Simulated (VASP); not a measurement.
# Co: single point with PBEsol

Co:

```
Co
1.0
     2.51900    0.00000    0.00000
    -1.25950    2.18152    0.00000
     0.00000    0.00000    4.09100
Co
2
Direct
  0.33333 0.66667 0.25000
  0.66667 0.33333 0.75000
```

```json
{
 "Program": "VASP 6.6.1",
 "Task": "single point",
 "Functional": "PBEsol",
 "Potentials or basis": "VASP PAW PBE potentials, release 64 (Co)",
 "Cutoff": "520 eV",
 "k mesh": "24 × 24 × 14",
 "Occupations": "gaussian, width 0.15 eV",
 "Spin": "collinear spin, ferromagnetic start",
 "Starting moments": "[1.84, 1.84] μB",
 "Dipole correction": "no",
 "Further INCAR settings": "ALGO = Normal; EDIFF = 1e-06; NBANDS = 20"
}
```

- Pressure: -16.7 GPa
- Net moment: 3.26 μB per cell
- Site moments: Co +1.65 μB
- Valence electrons inside the program's atomic spheres: Co 8.20

Stress tensor (GPa, compression positive):
```
-16.30   0.00   0.00
  0.00 -16.30   0.00
  0.00   0.00 -17.50
```

Levels at points of the mesh, in eV from the Fermi level:
Spin up:
```tsv
k point	band 8	band 9	band 10	band 11	band 12	band 13	band 14	band 15
(0.00, 0.00, 0.00)	-1.89	-1.89	-0.86	-0.86	-0.16	5.96	21.67	23.91
(0.50, 0.00, 0.00)	-0.72	-0.66	-0.58	1.20	3.13	9.33	9.93	12.36
(0.00, 0.00, 0.50)	-2.59	-1.16	-1.16	-1.16	-1.16	14.46	14.46	22.37
(0.50, 0.00, 0.50)	-1.08	-0.64	-0.64	1.50	1.50	6.92	6.92	17.85
```
Spin down:
```
           k point  band 4  band 5  band 6  band 7  band 8  band 9  band 10  band 11
(0.00, 0.00, 0.00)   -0.89   -0.89   -0.55   -0.55   -0.16   -0.12    -0.12     1.02
(0.50, 0.00, 0.00)   -1.76   -1.02   -0.97   -0.59    1.15    1.26     1.31     2.45
(0.00, 0.00, 0.50)   -1.46   -0.95   -0.95   -0.95   -0.95    0.70     0.70     0.70
(0.50, 0.00, 0.50)   -2.25   -0.03   -0.03    0.26    0.26    1.25     1.25     2.14
```

It took 3.8 min on 1 thread of Intel(R) Xeon(R) Platinum 8488C (Sapphire Rapids), with other jobs on the host, peak memory 0.38 GiB.

Caveat: the PAW data sets were made with another functional, which shifts forces and pressure a little.
